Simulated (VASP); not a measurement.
# Li3Sc (Pm-3m) in VASP: further runs, part 2 of 2

VASP 6.6.1.

## (3) Single point, PBE

This run uses another cell than the first one, of 21.37 Å³/atom.

INCAR

```
ALGO = Fast
EDIFF = 1E-7
ENCUT = 520
GGA = PE
ISIF = 2
ISMEAR = 0
LASPH = T
LCHARG = F
LREAL = F
LWAVE = F
NBANDS = 18
NELM = 80
PREC = Accurate
SIGMA = 0.1
```

KPOINTS

```
k-points
0
Gamma
  10 10 10
```

POSCAR

```
Li3Sc
1.0
    4.4053662076      0.0000000000      0.0000000000
    0.0000000000      4.4053662076      0.0000000000
    0.0000000000      0.0000000000      4.4053662076
Li Sc
3 1
Direct
    0.0000000000      0.5000000000      0.5000000000
    0.5000000000      0.0000000000      0.5000000000
    0.5000000000      0.5000000000      0.0000000000
    0.0000000000      0.0000000000      0.0000000000
```

Potentials or basis: VASP PAW PBE potentials, release 64 (Li_sv, Sc_sv).

Command:

```
cat potpaw_PBE.64/Li_sv/POTCAR potpaw_PBE.64/Sc_sv/POTCAR > POTCAR
mpirun -np 1 vasp_std > vasp.out
```

OUTCAR:

```text
EDIFF = 1E-7
   ENCUT = 520
   GGA = PE
   ISIF = 2
   ISMEAR = 0
   LASPH = T
   LREAL = F
   NELM = 80
   PREC = Accurate

 ion  position               nearest neighbor table
   1  0.000  0.500  0.500-
   2  0.500  0.000  0.500-
   3  0.500  0.500  0.000-
   4  0.000  0.000  0.000-

  LATTYP: Found a simple cubic cell.
 ALAT       =     4.4053662076

  Lattice vectors:

 A1 = (   4.4053662076,   0.0000000000,   0.0000000000)
 A2 = (   0.0000000000,   4.4053662076,   0.0000000000)
 A3 = (   0.0000000000,   0.0000000000,   4.4053662076)

Analysis of symmetry for initial positions (statically):
=====================================================================
 Subroutine PRICEL returns:
 Original cell was already a primitive cell.

 Routine SETGRP: Setting up the symmetry group for a
 simple cubic supercell.

 Subroutine GETGRP returns: Found 48 space group operations
 (whereof 48 operations were pure point group operations)
 out of a pool of 48 trial point group operations.

The static configuration has the point symmetry O_h .

Analysis of symmetry for dynamics (positions and initial velocities):
=====================================================================
 Subroutine PRICEL returns:
 Original cell was already a primitive cell.

 Routine SETGRP: Setting up the symmetry group for a
 simple cubic supercell.

 Subroutine GETGRP returns: Found 48 space group operations
 (whereof 48 operations were pure point group operations)
 out of a pool of 48 trial point group operations.

The dynamic configuration has the point symmetry O_h .

 Subroutine INISYM returns: Found 48 space group operations
 (whereof 48 operations are pure point group operations),
[... 116 lines left out ...]
   EFERMI_NEDOS =   21; number of points for ismear=-14 and -15
   IALGO  =     68    algorithm
   IMIX   =      4    mixing-type and parameters
     AMIX     =   0.40;   BMIX     =  1.00
     AMIX_MAG =   1.60;   BMIX_MAG =  1.00
  volume/ion in A,a.u.               =      21.37       144.24
  Fermi-wavevector in a.u.,A,eV,Ry     =   1.008717  1.906199 13.844073  1.017511
  Thomas-Fermi vector in A             =   2.141601
   LORBIT       =      0    0 simple, 1 ext, 2 COOP (PROOUT), +10 PAW based schemes
   GGA     = PE    functional components
   LHFCALC =     F    Hartree Fock is set to
   AEXX    =    0.0000 exact exchange contribution
   IVDW    =     0    specifies the selected vdW correction
   LEPSILON=     F    determine dielectric tensor
   LRPA    =     F    only Hartree local field effects (RPA)
 non-spin polarized calculation
 RMM-DIIS sequential band-by-band and
 Gauss-broadening in eV      SIGMA  =   0.10
  energy-cutoff  :      520.00
  volume of cell :       85.50
 maximum number of plane-waves:      2325
 NGX is ok and might be reduce to    36
   NGX = 17   NGY = 17   NGZ = 17

 number of electron      19.9999991 magnetization

 Free energy of the ion-electron system (eV)
  ---------------------------------------------------
  ext. energy  EPLUGINS =         0.00000000
  ---------------------------------------------------
  free energy    TOTEN  =       -10.98690924 eV

  energy without entropy =      -10.95082519  energy(sigma->0) =      -10.96886721

 E-fermi :   1.4030     XC(G=0):  -7.9236

 val. band max:        1.3967524172   @ k =   0.5000   0.3000   0.3000
 cond. band min:       1.4056109693   @ k =   0.1000   0.1000   0.1000
 fundamental gap:      0.0088585521
 Fermi energy:         1.4029991154

 k-point     1 :       0.0000    0.0000    0.0000
  band No.  band energies     occupation
      1     -49.0481      2.00000
      2     -44.5242      2.00000
      3     -44.5094      2.00000
      4     -44.5094      2.00000
      5     -27.6400      2.00000
      6     -27.6400      2.00000
[... 481 lines left out ...]
      5     -27.6444      2.00000
      6     -27.6402      2.00000
[... 10 lines left out ...]
     17       6.5290      0.00000
     18       7.3600      0.00000

 [... further k-points ...]

------------------------ aborting loop because EDIFF is reached ----------------------------------------

  FORCE on cell =-STRESS in cart. coord.  units (eV):
  Direction    XX          YY          ZZ          XY          YZ          ZX
  --------------------------------------------------------------------------------------
  -------------------------------------------------------------------------------------
  Total       -0.0487998     -0.0487998     -0.0487998      0.0000000      0.0000000     -0.0000000
  in kB       -0.9144984     -0.9144984     -0.9144984      0.0000000      0.0000000     -0.0000000
  external PRESSURE =      -0.9144984 kB  Pullay stress =       0.0000000 kB

 VOLUME and BASIS-vectors are now :
 -----------------------------------------------------------------------------
  energy-cutoff  :      520.00
  volume of cell :       85.50
      direct lattice vectors                 reciprocal lattice vectors
     4.405366208  0.000000000  0.000000000     0.226995885  0.000000000  0.000000000
     0.000000000  4.405366208  0.000000000     0.000000000  0.226995885  0.000000000
     0.000000000  0.000000000  4.405366208     0.000000000  0.000000000  0.226995885

 POSITION                                       TOTAL-FORCE (eV/Angst)
 -----------------------------------------------------------------------------------
      0.00000      2.20268      2.20268         0.000000      0.000000      0.000000
      2.20268      0.00000      2.20268         0.000000      0.000000      0.000000
      2.20268      2.20268      0.00000         0.000000      0.000000      0.000000
      0.00000      0.00000      0.00000         0.000000      0.000000      0.000000
 -----------------------------------------------------------------------------------
    total drift:                                0.000000      0.000000      0.000000

  FREE ENERGIE OF THE ION-ELECTRON SYSTEM (eV)
  ---------------------------------------------------
  free  energy   TOTEN  =       -10.9869092354 eV

  energy  without entropy=      -10.9508251936  energy(sigma->0) =      -10.96886721
```

OSZICAR:

```text
N       E                     dE             d eps       ncg     rms          rms(c)
DAV:   1     0.135255902920E+03    0.13526E+03   -0.90375E+03  2040   0.111E+03
DAV:   2     0.307000067582E+01   -0.13219E+03   -0.13021E+03  2016   0.359E+02
DAV:   3    -0.108653176537E+02   -0.13935E+02   -0.13719E+02  3820   0.713E+01
[... 13 lines left out ...]
RMM:  70    -0.109869089369E+02   -0.10117E-06   -0.11285E-06  2003   0.112E-02    0.524E-04
RMM:  71    -0.109869090356E+02   -0.98735E-07   -0.11183E-06  1940   0.109E-02    0.479E-04
RMM:  72    -0.109869090981E+02   -0.62533E-07   -0.10529E-06  1945   0.108E-02    0.522E-04
RMM:  73    -0.109869091683E+02   -0.70173E-07   -0.10131E-06  1947   0.106E-02    0.531E-04
RMM:  74    -0.109869092354E+02   -0.67069E-07   -0.97237E-07  1957   0.103E-02
   1 F= -.10986909E+02 E0= -.10968867E+02  d E =-.360840E-01
```

Wall time 3.2 min (1 thread of Intel Xeon 6975P-C (Granite Rapids), shared host); peak memory 0.26 GiB.

Results:

```
Free energy            : -10.9869 eV
Band gap on the k mesh : zero (bands 10 and 11 overlap by 0.61 eV)
```

Caveat: the cutoff is under 1.25 times the usual one of these potentials, so pressure, stress and relaxed cells hold a basis-set (Pulay) error.

## (4) Relaxation of cell and atoms, PBE

INCAR

```
SYSTEM = Li3Sc
PREC = Accurate
ENCUT = 600
EDIFF = 1E-6
ISMEAR = 0
SIGMA = 0.1
LREAL = .FALSE.
LASPH = .TRUE.
NELM = 60
ALGO = Fast
ISIF = 3
LWAVE = .FALSE.
LCHARG = .FALSE.
GGA = PE
IBRION = 2
NSW = 100
EDIFFG = -0.01
```

KPOINTS

```
regular mesh
0
G
  10 10 10
  0 0 0
```

POSCAR

```
Li3Sc
1.0
    4.3458506630      0.0000000000      0.0000000000
    0.0000000000      4.3458506630      0.0000000000
    0.0000000000      0.0000000000      4.3458506630
Li Sc
3 1
Direct
    0.0000000000      0.5000000000      0.5000000000
    0.5000000000      0.0000000000      0.5000000000
    0.5000000000      0.5000000000      0.0000000000
    0.0000000000      0.0000000000      0.0000000000
```

Potentials or basis: VASP PAW PBE potentials, release 64 (Li_sv, Sc_sv).

Command:

```
cat potpaw_PBE.64/Li_sv/POTCAR potpaw_PBE.64/Sc_sv/POTCAR > POTCAR
mpirun -np 1 vasp_std > vasp.out
```

OUTCAR:

```text
SYSTEM = Li3Sc
   PREC = Accurate
   ENCUT = 600
   EDIFF = 1E-6
   ISMEAR = 0
   LREAL = .FALSE.
   LASPH = .TRUE.
   NELM = 60
   ISIF = 3
   GGA = PE
   IBRION = 2
   NSW = 100
   EDIFFG = -0.01

 ion  position               nearest neighbor table
   1  0.000  0.500  0.500-
   2  0.500  0.000  0.500-
   3  0.500  0.500  0.000-
   4  0.000  0.000  0.000-

  LATTYP: Found a simple cubic cell.
 ALAT       =     4.3458506630

  Lattice vectors:

 A1 = (   4.3458506630,   0.0000000000,   0.0000000000)
 A2 = (   0.0000000000,   4.3458506630,   0.0000000000)
 A3 = (   0.0000000000,   0.0000000000,   4.3458506630)

Analysis of symmetry for initial positions (statically):
=====================================================================
 Subroutine PRICEL returns:
 Original cell was already a primitive cell.

 Routine SETGRP: Setting up the symmetry group for a
 simple cubic supercell.

 Subroutine GETGRP returns: Found 48 space group operations
 (whereof 48 operations were pure point group operations)
 out of a pool of 48 trial point group operations.

The static configuration has the point symmetry O_h .

Analysis of symmetry for dynamics (positions and initial velocities):
=====================================================================
 Subroutine PRICEL returns:
 Original cell was already a primitive cell.

[... 279 lines left out ...]
  ---------------------------------------------------
  ext. energy  EPLUGINS =         0.00000000
  ---------------------------------------------------
  free energy    TOTEN  =       -10.98423551 eV

  energy without entropy =      -10.94817582  energy(sigma->0) =      -10.96620566

 E-fermi :   1.4101     XC(G=0):  -7.9301

 val. band max:        1.4038418166   @ k =   0.5000   0.3000   0.3000
 cond. band min:       1.4127426357   @ k =   0.1000   0.1000   0.1000
 fundamental gap:      0.0089008192
 Fermi energy:         1.4100933841

 k-point     1 :       0.0000    0.0000    0.0000
  band No.  band energies     occupation
      1     -49.0367      2.00000
      2     -44.5114      2.00000
      3     -44.4962      2.00000
      4     -44.4962      2.00000
      5     -27.6289      2.00000
      6     -27.6289      2.00000
      7     -27.6289      2.00000
      8      -2.5819      2.00000
      9       1.5222      0.11275
     10       1.5222      0.11275
     11       2.7558      0.00000
     12       3.1006      0.00000
     13       3.1007      0.00000
     14       3.1007      0.00000
[... 377 lines left out ...]
      1     -49.0364      2.00000
      2     -44.5081      2.00000
      3     -44.4989      2.00000
      4     -44.4966      2.00000
      5     -27.6334      2.00000
      6     -27.6292      2.00000
      7     -27.6291      2.00000
      8      -1.8722      2.00000
      9       0.5462      2.00000
     10       1.4176      0.91594
     11       1.8753      0.00000
     12       2.0295      0.00000
     13       2.5963      0.00000
     14       2.9680      0.00000

 [... further k-points ...]

------------------------ aborting loop because EDIFF is reached ----------------------------------------

  FORCE on cell =-STRESS in cart. coord.  units (eV):
  Direction    XX          YY          ZZ          XY          YZ          ZX
  --------------------------------------------------------------------------------------
  -------------------------------------------------------------------------------------
  Total       -0.0222829     -0.0222829     -0.0222829      0.0000000      0.0000000     -0.0000000
  in kB       -0.4184349     -0.4184349     -0.4184349      0.0000000      0.0000000     -0.0000000
  external PRESSURE =      -0.4184349 kB  Pullay stress =       0.0000000 kB
[... 19 lines left out ...]
  FREE ENERGIE OF THE ION-ELECTRON SYSTEM (eV)
  ---------------------------------------------------
  free  energy   TOTEN  =       -10.9842355099 eV

  energy  without entropy=      -10.9481758195  energy(sigma->0) =      -10.96620566

 reached required accuracy - stopping structural energy minimisation
```

OSZICAR:

```text
N       E                     dE             d eps       ncg     rms          rms(c)
DAV:   1     0.151046968102E+03    0.15105E+03   -0.99151E+03  1568   0.157E+03
DAV:   2     0.441497356261E+01   -0.14663E+03   -0.14547E+03  1588   0.487E+02
DAV:   3    -0.104237358875E+02   -0.14839E+02   -0.14602E+02  3102   0.956E+01
[... 111 lines left out ...]
RMM:  13    -0.109842326982E+02   -0.27522E-05   -0.33262E-05  1778   0.485E-02    0.925E-03
RMM:  14    -0.109842346256E+02   -0.19274E-05   -0.23765E-05  1734   0.420E-02    0.943E-03
RMM:  15    -0.109842339253E+02    0.70027E-06   -0.19151E-05  1790   0.417E-02    0.524E-03
RMM:  16    -0.109842340968E+02   -0.17144E-06   -0.14339E-05  1751   0.377E-02    0.225E-03
RMM:  17    -0.109842346765E+02   -0.57971E-06   -0.12596E-05  1708   0.362E-02    0.164E-03
RMM:  18    -0.109842355099E+02   -0.83340E-06   -0.77262E-06  1568   0.321E-02
   4 F= -.10984236E+02 E0= -.10966206E+02  d E =-.806008E-02
```

Run time: 3.7 min. Hardware: 1 thread of Intel Xeon 6975P-C (Granite Rapids), shared host; peak memory 0.27 GiB.

What came out:

| Quantity | Value |
| --- | --- |
| Free energy | -10.9842 eV |
| Relaxed volume | 21.33 Å³/atom |
| Relaxed cell | a = 4.402 Å, b = 4.402 Å, c = 4.402 Å, α = 90.00°, β = 90.00°, γ = 90.00° |
| Space group after relaxing (to 0.1 Å) | Pm-3m (No. 221) |
| Energy gained by relaxing | 2.0 meV/atom |
| Ionic steps | 4 |
| Pressure after relaxing | 0.0 GPa |
| Band gap on the k mesh | zero (bands 10 and 11 overlap by 0.60 eV) |

Step by step:
```
step  energy change (eV)  largest force (eV/Å)  pressure (GPa)  volume (Å³)
   1              0.0000                0.0000            0.85        82.08
   2             -0.0055                0.0000            0.48        83.38
   3             -0.0080                0.0000            0.13        84.80
   4             -0.0081                0.0000           -0.04        85.32
```

Final structure:
```
CELL_PARAMETERS angstrom
4.40235 0.00000 0.00000
0.00000 4.40235 0.00000
0.00000 0.00000 4.40235
ATOMIC_POSITIONS crystal
Li 0.00000 0.50000 0.50000
Li 0.50000 0.00000 0.50000
Li 0.50000 0.50000 0.00000
Sc 0.00000 0.00000 0.00000
```

Caveat: the cutoff is under 1.25 times the usual one of these potentials, so pressure, stress and relaxed cells hold a basis-set (Pulay) error.

## (5) The runs side by side

| task | cell | k mesh | cutoff (eV) | gap on the mesh (eV) |
| --- | --- | --- | --- | --- |
| single point | a = 4.346 Å, 4 atoms | 4 × 4 × 4 | 520 | none |
| single point | a = 4.405 Å, 4 atoms | 10 × 10 × 10 | 520 | none |
| relaxation of cell and atoms | relaxed from a = 4.346 Å, 4 atoms | 10 × 10 × 10 | 600 | none |

Alike in all rows: level PBE; potentials or basis VASP PAW PBE potentials, release 64 (Li_sv, Sc_sv); no spin polarisation; smearing gaussian 0.1 eV.

Caveats: some runs use coarse meshes; the cutoff is under 1.25 times the usual one of these potentials, so pressure, stress and relaxed cells hold a basis-set (Pulay) error.

Total energies depend on the potentials used, so only differences within one code and one set of settings carry meaning.

The gap in the log of VASP goes by the Fermi energy; the results here count the filled bands.